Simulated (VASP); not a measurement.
# KF (Fm-3m) in VASP: notebook, part 2 of 2

VASP 6.6.1.

### Step 5. Single point, PBE

File INCAR:

```
  PREC = Accurate
  ENCUT = 520
  EDIFF = 1E-7
  ISMEAR = 0
  SIGMA = 0.01
  LREAL = F
  LASPH = T
  NELM = 60
  ALGO = Normal
  ISIF = 2
  LWAVE = F
  LCHARG = F
  GGA = PE
  NBANDS = 15
```

File KPOINTS:

```
Automatic mesh
0
Gamma
  6 6 6
```

File POSCAR:

```
KF
1.0
    0.0000000000      2.6589566750      2.6589566750
    2.6589566750      0.0000000000      2.6589566750
    2.6589566750      2.6589566750      0.0000000000
K F
1 1
Direct
    0.0000000000      0.0000000000      0.0000000000
    0.5000000000      0.5000000000      0.5000000000
```

Potentials or basis: VASP PAW PBE potentials, release 64 (K_sv, F).

Run with:

```console
$ cat potpaw_PBE.64/K_sv/POTCAR potpaw_PBE.64/F/POTCAR > POTCAR
$ mpirun -np 1 vasp_std > vasp.out
```

OUTCAR:

```text
PREC = Accurate
   ENCUT = 520
   EDIFF = 1E-7
   ISMEAR = 0
   LREAL = F
   LASPH = T
   NELM = 60
   ISIF = 2
   GGA = PE

 ion  position               nearest neighbor table
   1  0.000  0.000  0.000-   2 2.66   2 2.66   2 2.66   2 2.66   2 2.66   2 2.66
   2  0.500  0.500  0.500-   1 2.66   1 2.66   1 2.66   1 2.66   1 2.66   1 2.66

  LATTYP: Found a face centered cubic cell.
 ALAT       =     5.3179133500

  Lattice vectors:

 A1 = (   0.0000000000,   2.6589566750,   2.6589566750)
 A2 = (   2.6589566750,   0.0000000000,   2.6589566750)
 A3 = (   2.6589566750,   2.6589566750,   0.0000000000)

Analysis of symmetry for initial positions (statically):
=====================================================================
 Subroutine PRICEL returns:
 Original cell was already a primitive cell.

 Routine SETGRP: Setting up the symmetry group for a
 face centered cubic supercell.

 Subroutine GETGRP returns: Found 48 space group operations
 (whereof 48 operations were pure point group operations)
 out of a pool of 48 trial point group operations.

[... 164 lines left out ...]
      3     -12.1024      2.00000
      4     -12.1024      2.00000
      5     -12.1024      2.00000
      6      -2.7653      2.00000
      7      -2.7652      2.00000
      8      -2.7652      2.00000
      9       3.4772      0.00000
     10       7.9544      0.00000
     11       7.9544      0.00000
     12       7.9544      0.00000
     13       9.6456      0.00000
     14       9.6456      0.00000
[... 257 lines left out ...]
      2     -21.4693      2.00000
      3     -12.5965      2.00000
      4     -12.4153      2.00000
      5     -12.2250      2.00000
      6      -3.0916      2.00000
      7      -2.9545      2.00000
      8      -2.8815      2.00000
      9       6.2076      0.00000
     10       7.9309      0.00000
     11       8.2598      0.00000
     12      10.8533      0.00000
     13      11.5602      0.00000
     14      12.4484      0.00000
     15      12.6884      0.00000

------------------------ aborting loop because EDIFF is reached ----------------------------------------

  FORCE on cell =-STRESS in cart. coord.  units (eV):
  Direction    XX          YY          ZZ          XY          YZ          ZX
  --------------------------------------------------------------------------------------
  -------------------------------------------------------------------------------------
  Total        0.4612311      0.4612311      0.4612311      0.0000000      0.0000000      0.0000000
  in kB       19.6546528     19.6546528     19.6546528      0.0000000      0.0000000      0.0000000
  external PRESSURE =      19.6546528 kB  Pullay stress =       0.0000000 kB

 VOLUME and BASIS-vectors are now :
 -----------------------------------------------------------------------------
  energy-cutoff  :      520.00
  volume of cell :       37.60
      direct lattice vectors                 reciprocal lattice vectors
     0.000000000  2.658956675  2.658956675    -0.188043681  0.188043681  0.188043681
     2.658956675  0.000000000  2.658956675     0.188043681 -0.188043681  0.188043681
     2.658956675  2.658956675  0.000000000     0.188043681  0.188043681 -0.188043681

 POSITION                                       TOTAL-FORCE (eV/Angst)
 -----------------------------------------------------------------------------------
      0.00000      0.00000      0.00000         0.000000      0.000000      0.000000
      2.65896      2.65896      2.65896        -0.000000     -0.000000     -0.000000
 -----------------------------------------------------------------------------------
    total drift:                                0.000000      0.000000      0.000000

  FREE ENERGIE OF THE ION-ELECTRON SYSTEM (eV)
  ---------------------------------------------------
  free  energy   TOTEN  =        -8.2835865670 eV

  energy  without entropy=       -8.2835865670  energy(sigma->0) =       -8.28358657
```

OSZICAR:

```text
N       E                     dE             d eps       ncg     rms          rms(c)
DAV:   1     0.106505673578E+03    0.10651E+03   -0.81300E+03   480   0.103E+03
DAV:   2    -0.526837883932E+01   -0.11177E+03   -0.10377E+03   641   0.282E+02
DAV:   3    -0.944566741254E+01   -0.41773E+01   -0.41625E+01   614   0.480E+01
DAV:   4    -0.954252051540E+01   -0.96853E-01   -0.96842E-01   697   0.701E+00
DAV:   5    -0.954317381217E+01   -0.65330E-03   -0.65330E-03   601   0.593E-01    0.635E+00
DAV:   6    -0.831345980007E+01    0.12297E+01   -0.34955E+00   508   0.149E+01    0.410E+00
DAV:   7    -0.828505284391E+01    0.28407E-01   -0.66212E-02   585   0.222E+00    0.231E+00
DAV:   8    -0.828137780496E+01    0.36750E-02   -0.50432E-02   515   0.223E+00    0.192E-01
DAV:   9    -0.828290669326E+01   -0.15289E-02   -0.37978E-03   620   0.513E-01    0.124E-01
DAV:  10    -0.828345922402E+01   -0.55253E-03   -0.45801E-04   515   0.186E-01    0.608E-02
DAV:  11    -0.828358749129E+01   -0.12827E-03   -0.12836E-04   508   0.950E-02    0.198E-02
DAV:  12    -0.828358653557E+01    0.95573E-06   -0.12388E-05   607   0.354E-02    0.447E-03
DAV:  13    -0.828358656443E+01   -0.28869E-07   -0.20826E-06   529   0.130E-02    0.240E-03
DAV:  14    -0.828358656699E+01   -0.25591E-08   -0.62380E-08   530   0.234E-03
   1 F= -.82835866E+01 E0= -.82835866E+01  d E =-.165849E-69
```

stdout:

```text
POSCAR found type information on POSCAR K F
 POSCAR found :  2 types and       2 ions
 scaLAPACK will be used
 LDA part: xc-table for (Slater+PW92), standard interpolation
 POSCAR, INCAR and KPOINTS ok, starting setup
 FFT: planning ... GRIDC
 FFT: planning ... GRID_SOFT
 FFT: planning ... GRID
 WAVECAR not read
 entering main loop
```

Run time: 18 s. Hardware: 1 thread of Intel Xeon 8259CL, shared host; peak memory 0.16 GiB.

What came out:

- Free energy: -8.2836 eV
- Pressure: 2.0 GPa
- Band gap on the k mesh: 6.24 eV

Levels at points of the mesh, in eV from the valence-band top:
```csv
k point,band 5,band 6,band 7,band 8,band 9,band 10,band 11,band 12
"(0.00, 0.00, 0.00)",-9.34,0.00,0.00,0.00,6.24,10.72,10.72,10.72
"(0.50, 0.00, 0.00)",-9.37,-0.81,-0.36,-0.36,9.13,10.71,12.14,12.14
"(0.50, 0.50, 0.00)",-9.56,-0.21,-0.05,-0.05,8.21,10.38,11.93,13.69
```

Expect the measured gap to be larger: semilocal functionals such as PBE lack the derivative discontinuity.

### Step 6. Single point, HSE06

POSCAR is that of step 5.

File INCAR.step1:

```
SYSTEM = KF
PREC     = Accurate       ! precision mode
ENCUT    = 520            ! plane-wave cutoff, eV
EDIFF    = 1E-5           ! SCF threshold, eV
ISMEAR   = 0              ! smearing method
SIGMA    = 0.01           ! smearing width, eV
LREAL    = .False.        ! projectors in reciprocal space
LASPH    = .True.         ! aspherical terms in the spheres
NELM     = 80             ! most SCF steps
ALGO     = Normal         ! electronic algorithm
ISIF     = 2              ! what is computed and relaxed
LWAVE    = .True.         ! write WAVECAR
LCHARG   = .False.        ! write CHGCAR
NBANDS   = 15             ! bands
GGA      = PE             ! functional
```

File INCAR.step2:

```
SYSTEM = KF
PREC     = Accurate       ! precision mode
ENCUT    = 520            ! plane-wave cutoff, eV
EDIFF    = 1E-6           ! SCF threshold, eV
ISMEAR   = 0              ! smearing method
SIGMA    = 0.01           ! smearing width, eV
LREAL    = .False.        ! projectors in reciprocal space
LASPH    = .True.         ! aspherical terms in the spheres
NELM     = 80             ! most SCF steps
ALGO     = Normal         ! electronic algorithm
ISIF     = 2              ! what is computed and relaxed
LWAVE    = .False.        ! write WAVECAR
LCHARG   = .False.        ! write CHGCAR
GGA      = PE             ! functional
LHFCALC  = .True.         ! exact exchange
HFSCREEN = 0.2079         ! screening, 1/A
PRECFOCK = Normal       
NBANDS   = 15             ! bands
ISTART   = 1
```

File KPOINTS:

```
Automatic mesh
0
Gamma
  4 4 4
  0 0 0
```

Potentials or basis: VASP PAW PBE potentials, release 64 (K_sv, F).

Run with:

```console
$ cat potpaw_PBE.64/K_sv/POTCAR potpaw_PBE.64/F/POTCAR > POTCAR
$ cp INCAR.step1 INCAR
$ mpirun -np 1 vasp_std > vasp.out
$ cp INCAR.step2 INCAR
$ mpirun -np 1 vasp_std > vasp.out
```

Run time: 10 min. Hardware: 1 thread of Intel Xeon 8259CL, shared host; peak memory 0.27 GiB.

Results (log left out):

```yaml
Free_energy: -9.9619 eV
Pressure: 1.1 GPa
Band_gap_on_the_k_mesh: 8.24 eV
```

Levels at points of the mesh, in eV from the valence-band top:
```tsv
k point	band 4	band 5	band 6	band 7	band 8	band 9	band 10	band 11	band 12	band 13
(0.00, 0.00, 0.00)	-9.48	-9.48	0.00	0.00	0.00	8.24	13.06	13.06	13.06	14.91
(0.50, 0.00, 0.00)	-9.51	-9.51	-0.80	-0.36	-0.36	11.27	12.78	14.62	14.62	17.11
(0.50, 0.50, 0.00)	-9.71	-9.71	-0.19	-0.05	-0.05	10.33	12.71	14.05	16.33	17.01
```

Caveat: the k points lie up to 0.51 Å⁻¹ apart; the PAW data sets were made with another functional, which shifts forces and pressure a little.

### Step 7. Overview

| level | potentials or basis | k mesh | grid for exact exchange (PRECFOCK) | share of exact exchange | screening parameter | gap on the mesh (eV) | pressure (GPa) |
| --- | --- | --- | --- | --- | --- | --- | --- |
| PBE | VASP PAW PBE potentials, release 64 (K_sv, F) | 4 × 4 × 4 | - | - | - | 6.24 | 2.0 |
| LDA | VASP PAW LDA potentials, release 64 (K_sv, F) | 4 × 4 × 4 | - | - | - | 5.87 | -3.0 |
| r2SCAN | VASP PAW PBE potentials, release 64 (K_sv, F) | 4 × 4 × 4 | - | - | - | 6.91 | 0.0 |
| PBE | VASP PAW PBE potentials, release 64 (K_sv, F) | 6 × 6 × 6 | - | - | - | 6.24 | 2.0 |
| HSE06 | VASP PAW PBE potentials, release 64 (K_sv, F) | 4 × 4 × 4 | Normal | 0.25 | 0.2079 1/Å | 8.24 | 1.1 |

Alike in all rows: task single point; no spin polarisation; cell as given; cutoff (eV) 520; smearing gaussian 0.01 eV.

Caveats: some runs use coarse meshes; the PAW data sets were made with another functional, which shifts forces and pressure a little (at least some runs).

Absolute energies hang on the potentials; compare differences alone.
